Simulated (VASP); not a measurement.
## Ir: single point with r2SCAN

Ir:

```
Ir
1.0
     0.00000    1.91560    1.91560
     1.91560    0.00000    1.91560
     1.91560    1.91560    0.00000
Ir
1
Direct
  0.00000 0.00000 0.00000
```

```json
{
  "Program": "VASP 6.6.1",
  "Task": "single point",
  "Functional": "r2SCAN",
  "Potentials or basis": "VASP PAW PBE potentials, release 64 (Ir)",
  "Cutoff": "520 eV",
  "k mesh": "18 × 18 × 18",
  "Occupations": "gaussian, width 0.1 eV",
  "Spin": "no spin polarisation",
  "Dipole correction": "no",
  "Further INCAR settings": "ALGO = Normal; EDIFF = 1e-07; NBANDS = 10"
}
```

```
Pressure : 6.6 GPa
```

Levels at points of the mesh, in eV from the Fermi level:
| k point | band 1 | band 2 | band 3 | band 4 | band 5 | band 6 | band 7 | band 8 |
| --- | --- | --- | --- | --- | --- | --- | --- | --- |
| (0.00, 0.00, 0.00) | -11.65 | -4.09 | -4.09 | -4.09 | -1.35 | -1.35 | 15.04 | 20.94 |
| (0.50, 0.00, 0.00) | -8.53 | -4.24 | -4.24 | -0.77 | 0.90 | 0.90 | 7.69 | 14.67 |
| (0.50, 0.50, 0.00) | -8.33 | -7.75 | 0.81 | 1.54 | 1.54 | 1.74 | 11.12 | 12.32 |

It took 3.3 min on 1 thread of AMD EPYC 7R13 (shared host), peak memory 0.12 GiB.

Caveat: the PAW data sets were made with another functional, which shifts forces and pressure a little; spin-orbit coupling is left out, which moves the levels of the heavy elements.
